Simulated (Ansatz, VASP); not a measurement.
**One calculation of Al2Cu, two programs**

POSCAR

```
Al2Cu
1.0
    4.0848572973      0.0000000000      0.0000000000
    0.0000000000      4.0848572973      0.0000000000
    0.0000000000      0.0000000000      2.8464075300
Al Cu
2 1
Direct
    0.5000000000      0.0000000000      0.5000000000
    0.0000000000      0.5000000000      0.5000000000
    0.0000000000      0.0000000000      0.0000000000
```

Contents of INCAR.step1:

```
SYSTEM = Al2Cu
  PREC = Accurate
  ENCUT = 520
  EDIFF = 1E-5
  ISMEAR = 0
  SIGMA = 0.1
  LREAL = .False.
  LASPH = .True.
  NELM = 60
  ALGO = Normal
  ISIF = 2
  LWAVE = .True.
  LCHARG = .False.
  GGA = PE
  NBANDS = 16
```

The input INCAR.step2:

```
SYSTEM = Al2Cu
  PREC = Accurate
  ENCUT = 520
  EDIFF = 1E-7
  ISMEAR = 0
  SIGMA = 0.1
  LREAL = .False.
  LASPH = .True.
  NELM = 60
  ALGO = Normal
  ISIF = 2
  LWAVE = .False.
  LCHARG = .False.
  GGA = PE
  LHFCALC = .True.
  HFSCREEN = 0.2079
  PRECFOCK = Normal
  ISTART = 1
  NBANDS = 16
```

File KPOINTS:

```
Automatic mesh
0
Gamma
  4 4 6
  0 0 0
```

Input for Ansatz:

```yaml
crystal:
  lattice:
    - [4.0848572973, 0.0, 0.0]
    - [0.0, 4.0848572973, 0.0]
    - [0.0, 0.0, 2.84640753]
  atoms:
    - { symbol: Al, position: [0.5, 0.0, 0.5] }
    - { symbol: Al, position: [0.0, 0.5, 0.5] }
    - { symbol: Cu, position: [0.0, 0.0, 0.0] }
basis:
  ecutwfc: 420
kpoints:
  mp_grid: { grid: [4, 4, 6] }
hamiltonian:
  xc: hse06
  pseudopotentials: { kind: paw, azcp: { folder: soft_1 } }
scf:
  occupations: { method: gaussian, width: 0.1 }
output:
  forces: true
  stress: true
  eigenvalues: true
```

Alike in both runs: task single point; functional HSE06; k mesh 4 × 4 × 6; occupations gaussian, width 0.1 eV; no spin polarisation.

|  | VASP | Ansatz |
| --- | --- | --- |
| version | VASP 6.6.1 | Ansatz 0.2.0 |
| potentials or method | VASP PAW PBE potentials, release 64 (Al, Cu), cutoff 520 eV | scalar-relativistic, plane waves, PAW |
| valence electrons in the cell | 17 | 25 |

Ansatz gave:

| Quantity | Value |
| --- | --- |
| gap on the k mesh at the Fermi level (eV) | none |
| pressure (GPa) | 1.9 |
| traceless stress, the component that is largest in VASP (GPa) | 3.53 |

What did VASP give for the same quantities?

gap on the k mesh at the Fermi level (eV): none; pressure (GPa): 2.0; traceless stress, the component that is largest in VASP (GPa): 3.64.

A gap of «none» marks a metal or a gap that the smearing closes. VASP's potentials hold 17 valence electrons a cell and Ansatz's 25, so a difference there can come from the potentials and not from the codes. Ansatz's warnings: filled band counts differ across k points, stress exchange threshold loose, stress scf threshold loose.

The k mesh is coarse, so the values compare programs but aren't converged.
